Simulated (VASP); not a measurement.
## Ba: relaxation of cell and atoms with r2SCAN

Crystal: Ba.

```xyz
2
Lattice="6.9961 0.0000 0.0000 -3.4980 6.0588 0.0000 0.0000 0.0000 3.9094" Properties=species:S:1:pos:R:3 pbc="T T T"
Ba    0.0000    4.0392    1.9547
Ba    3.4980    2.0196    1.9547
```

This isn't the form of Ba at room conditions, which is bcc.

```json
{
  "Program": "VASP 6.6.1",
  "Task": "relaxation of cell and atoms",
  "Functional": "r2SCAN",
  "Potentials or basis": "VASP PAW PBE potentials, release 64 (Ba_sv)",
  "Cutoff": "600 eV",
  "k mesh": "4 × 4 × 7",
  "Occupations": "methfessel-paxton, width 0.1 eV",
  "Spin": "no spin polarisation",
  "Dipole correction": "no",
  "Further INCAR settings": "ALGO = Normal; EDIFF = 1e-06; IBRION = 2; EDIFFG = -0.01; NSW = 80; ISIF = 3"
}
```

* Relaxed volume: 84.78 Å³/atom
* Relaxed cell: a = 7.096 Å, b = 7.096 Å, c = 3.888 Å, α = 90.00°, β = 90.00°, γ = 120.00°
* Space group after relaxing (to 0.1 Å): P6/mmm (No. 191)
* Energy gained by relaxing: 1.0 meV/atom
* Ionic steps: 7
* Pressure after relaxing: 0.0 GPa
* Band gap on the k mesh: zero (bands 10 and 11 overlap by 0.90 eV)

The path:
| step | energy change (eV) | largest force (eV/Å) | pressure (GPa) | volume (Å³) |
| --- | --- | --- | --- | --- |
| 1 | 0.0000 | 0.0000 | 0.01 | 165.71 |
| 2 | -0.0011 | 0.0000 | 0.03 | 165.79 |
| 3 | -0.0013 | 0.0000 | 0.07 | 165.90 |
| 4 | -0.0014 | 0.0000 | 0.06 | 165.86 |
| 5 | -0.0017 | 0.0000 | 0.04 | 166.72 |
| 6 | -0.0019 | 0.0000 | 0.02 | 167.66 |
| 7 | -0.0021 | 0.0000 | -0.01 | 169.55 |

Final structure:
```
CELL_PARAMETERS angstrom
7.09580 0.00000 0.00000
-3.54790 6.14514 0.00000
0.00000 0.00000 3.88836
ATOMIC_POSITIONS crystal
Ba 0.33333 0.66667 0.50000
Ba 0.66667 0.33333 0.50000
```

Levels at points of the mesh, in eV from the Fermi level:
| k point | band 7 | band 8 | band 9 | band 10 | band 11 | band 12 | band 13 | band 14 |
| --- | --- | --- | --- | --- | --- | --- | --- | --- |
| (0.00, 0.00, 0.00) | -14.73 | -14.66 | -2.30 | 0.33 | 0.45 | 0.77 | 0.77 | 0.99 |
| (0.50, 0.00, 0.00) | -14.71 | -14.69 | -1.42 | -0.72 | -0.11 | 0.62 | 0.73 | 0.91 |

Wall time 26 min on 1 thread of Oxide Virtual Turin-like Processor, on a shared host, peak memory 0.33 GiB.

Caveat: the PAW data sets were made with another functional, which shifts forces and pressure a little; spin-orbit coupling is left out, which moves the levels of the heavy elements.
